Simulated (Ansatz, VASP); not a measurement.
SrLaMnO3: VASP beside Ansatz

INCAR

```
SYSTEM = SrLaMnO3
  ALGO = Normal
  EDIFF = 1E-7
  ENCUT = 520
  GGA = PE
  ISIF = 2
  ISMEAR = -1
  ISPIN = 2
  LASPH = .TRUE.
  LCHARG = .FALSE.
  LMAXMIX = 6
  LORBIT = 11
  LREAL = .FALSE.
  LWAVE = .FALSE.
  MAGMOM = 0 0 4 0 0 0
  NBANDS = 39
  NELM = 150
  PREC = Accurate
  SIGMA = 0.05
```

KPOINTS

```
k-points
0
G
  7 7 8
  0 0 0
```

The input POSCAR:

```
SrLaMnO3
1.0
    6.8962336513     -1.9801125000      0.0000000000
    6.8962336513      1.9801125000      0.0000000000
   -0.9192748855      0.0000000000      3.4655354235
La Sr Mn O
1 1 1 3
Direct
    0.6477200000      0.6477200000      0.6263080000
    0.3542590000      0.3542590000      0.3382430000
    0.9958270000      0.9958270000      0.9785650000
    0.5080155000      0.5080155000      0.9835080000
    0.8247205000      0.8247205000      0.8188640000
    0.1694615000      0.1694615000      0.1695110000
```

input.yaml

```yaml
crystal:
  lattice:
    - [6.8962336513, -1.9801125, 0.0]
    - [6.8962336513, 1.9801125, 0.0]
    - [-0.9192748855, 0.0, 3.4655354235]
  atoms:
    - { symbol: La, position: [0.64772, 0.64772, 0.626308] }
    - { symbol: Sr, position: [0.354259, 0.354259, 0.338243] }
    - { symbol: Mn, position: [0.995827, 0.995827, 0.978565], spin: 4.0 }
    - { symbol: O, position: [0.5080155, 0.5080155, 0.983508] }
    - { symbol: O, position: [0.8247205, 0.8247205, 0.818864] }
    - { symbol: O, position: [0.1694615, 0.1694615, 0.169511] }
hamiltonian:
  xc: pbe
  pseudopotentials: { kind: paw }
magnetization:
  spin_polarized: true
kpoints:
  mp_grid: { grid: [7, 7, 8] }
scf:
  occupations: { method: fermi_dirac, width: 0.05 }
output:
  forces: true
  stress: true
  eigenvalues: true
```

Alike in both runs: task single point; functional PBE; k mesh 7 × 7 × 8; occupations fermi-dirac, width 0.05 eV; collinear spin, ferromagnetic start.

|  | VASP | Ansatz |
| --- | --- | --- |
| version | VASP 6.6.1 | Ansatz 0.2.0 |
| potentials or method | VASP PAW PBE potentials, release 64 (La, Sr_sv, Mn_pv, O) | Ansatz PAW |
| plane-wave cutoff (eV) | 520 | 420 |
| valence electrons in the cell | 52 | 54 |

```csv
,VASP,Ansatz,Ansatz less VASP
gap on the k mesh at the Fermi level (eV),none,none,-
pressure (GPa),-2.4,-2.6,-0.19
"traceless stress, the component that is largest in VASP (GPa)",-2.35,-2.55,-0.204
rms of the force components (eV/Å),0.059,0.060,+0.0014
net moment per atom (μB),0.68,0.68,0.000
size of the moment on the site where the two differ most (μB),3.88,3.42,-0.450
```

Site moments also hang on the region over which each program counts them. Atom by atom the forces differ by 0.014 eV/Å (rms over components). A gap of «none» marks a metal or a gap that the smearing closes. VASP's potentials hold 52 valence electrons a cell and Ansatz's 54, so a difference there can come from the potentials and not from the codes.

Neither program's run includes spin-orbit coupling.
